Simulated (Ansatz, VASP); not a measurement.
# One calculation of HgTe, two programs

```
Hg Te
1.0
    -3.08568    3.08568    1.57993
     3.08568   -3.08568    1.57993
     3.08568    3.08568   -1.57993
Hg Te
1 1
Cartesian
  0.0000 3.0857 0.7900
  0.0000 0.0000 0.0000
```

Alike in both runs: task single point; functional LDA; k mesh 10 × 10 × 10; occupations fermi-dirac, width 0.05 eV; no spin polarisation.

```csv
,VASP,Ansatz
version,VASP 6.6.1,Ansatz 0.2.0
potentials or method,"VASP PAW LDA potentials, release 64 (Hg, Te)",Ansatz PAW
plane-wave cutoff (eV),520,420
valence electrons in the cell,18,36
```

|  | VASP | Ansatz | Ansatz less VASP |
| --- | --- | --- | --- |
| gap on the k mesh at the Fermi level (eV) | none | none | - |
| pressure (GPa) | -5.9 | -6.0 | -0.14 |
| traceless stress, the component that is largest in VASP (GPa) | 2.23 | 2.19 | -0.046 |

LDA's correlation is that of Perdew and Zunger in VASP and of Perdew and Wang (1992) in Ansatz. A gap of «none» marks a metal or a gap that the smearing closes. VASP's potentials hold 18 valence electrons a cell and Ansatz's 36, so a difference there can come from the potentials and not from the codes.

Spin-orbit coupling is off throughout.
